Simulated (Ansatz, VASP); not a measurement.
One calculation of MoS2, two programs

The input INCAR:

```
  PREC = Accurate
  ENCUT = 520
  EDIFF = 1E-6
  ISMEAR = 0
  SIGMA = 0.01
  LREAL = False
  LASPH = True
  NELM = 100
  ALGO = Normal
  ISIF = 2
  LWAVE = False
  LCHARG = False
  NBANDS = 20
```

File KPOINTS:

```
Automatic mesh
0
Gamma
  10 10 10
```

POSCAR

```
MoS2
1.0
    1.5875903429      0.9165957119      6.1939280739
   -1.5875903429      0.9165957119      6.1939280739
    0.0000000000     -1.8331914237      6.1939280739
Mo S
1 2
Direct
    0.0000965174      0.0000965174      0.0000965174
    0.2497906778      0.2497906778      0.2497906778
    0.4171128049      0.4171128049      0.4171128049
```

Input for Ansatz:

```yaml
crystal:
  lattice:
    - [1.5875903429, 0.9165957119, 6.1939280739]
    - [-1.5875903429, 0.9165957119, 6.1939280739]
    - [0.0, -1.8331914237, 6.1939280739]
  atoms:
    - { symbol: Mo, position: [9.65174e-05, 9.65174e-05, 9.65174e-05] }
    - { symbol: S, position: [0.2497906778, 0.2497906778, 0.2497906778] }
    - { symbol: S, position: [0.4171128049, 0.4171128049, 0.4171128049] }
kpoints:
  mp_grid: { grid: [10, 10, 10] }
  band_path:
    path:
      - [0.0, 0.0, 0.0]
      - [-0.5, -0.5, -0.5]
      - [-0.5, -0.1812659678, -0.8187340322]
      - [-0.1812659678, 0.1812659678, -0.5]
      - [0.0, 0.0, -0.5]
      - [0.0, 0.3406329839, -0.3406329839]
      - [-0.3406329839, 0.0, -0.6593670161]
      - [-0.5, 0.0, -0.5]
      - [-0.179687, 0.0, 0.179688]
      - [-0.163139371, 0.163139371, -0.5]
    npoints: 1
hamiltonian:
  xc: lda
scf:
  occupations: { method: fixed }
  n_extra_bands: 4
output:
  forces: true
  stress: true
  eigenvalues: true
```

Alike in both runs: task single point; functional LDA; k mesh 10 × 10 × 10; no spin polarisation.

```csv
,VASP,Ansatz
version,VASP 6.6.1,Ansatz 0.2.0
potentials or method,"VASP PAW LDA potentials, release 64 (Mo_sv, S)","plane waves, PAW"
plane-wave cutoff (eV),520,420
occupations,"gaussian, width 0.01 eV",fixed
valence electrons in the cell,26,26
```

Ansatz gave:

| Quantity | Value |
| --- | --- |
| gap on the k mesh at the Fermi level (eV) | 0.90 |
| pressure (GPa) | -5.2 |
| traceless stress, the component that is largest in VASP (GPa) | 0.98 |
| rms of the force components (eV/Å) | 0.151 |

Q: Which values does VASP return?

A: gap on the k mesh at the Fermi level (eV): 0.91; pressure (GPa): -5.1; traceless stress, the component that is largest in VASP (GPa): 0.95; rms of the force components (eV/Å): 0.143.

LDA's correlation is that of Perdew and Zunger in VASP and of Perdew and Wang (1992) in Ansatz. Atom by atom the forces differ by 0.008 eV/Å (rms over components).
